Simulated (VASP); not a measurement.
Runs of VASP 6.6.1 on Pd2Au. The structure is that of space group P4/nmm (No. 129), or close to it. The cells are those of the table. 

| task | cell | k mesh | cutoff (eV) | gap on the mesh (eV) | pressure (GPa) | relaxed volume (Å³/atom) | largest force (eV/Å) |
| --- | --- | --- | --- | --- | --- | --- | --- |
| relaxation of cell and atoms | relaxed from a = 3.846, b = 3.846, c = 5.868 Å, 6 atoms | 4 × 4 × 4 | 600 | none | 0.0 | (b) | 0.04 |
| single point | a = 3.877, b = 3.877, c = 6.880 Å, 6 atoms | 4 × 4 × 4 | 520 | none | -0.2 | - | 0.01 |
| relaxation of cell and atoms | relaxed from a = 3.877, b = 3.877, c = 6.880 Å, 6 atoms | 10 × 10 × 6 | 600 | none | 0.0 | (a) | - |
| single point | a = 3.872, b = 3.872, c = 6.875 Å, 6 atoms | 10 × 10 × 6 | 520 | none | -0.2 | - | - |
| single point | a = 3.846, b = 3.846, c = 5.868 Å, 6 atoms | 6 × 6 × 4 | 520 | none | 48.8 | - | 2.96 |

Alike in all rows: level PBE; potentials or basis VASP PAW PBE potentials, release 64 (Pd, Au); no spin polarisation; smearing gaussian 0.1 eV.

**Question.** Fill in the values left out.

**Answer.** (a) 17.15; (b) 17.21.

Caveats: some runs use coarse meshes; spin-orbit coupling is left out, which moves the levels of the heavy elements; the volume moved by over 15 % at a fixed basis, so the end points are rough (some runs); forces of over 1 eV/Å act on the atoms, so gaps and moduli don't describe the material at rest (some runs).

A k mesh can miss the band edges, and the runs leave out spin-orbit coupling on Au, Pd.

A gap of «none» marks levels without a gap at the run's occupations.
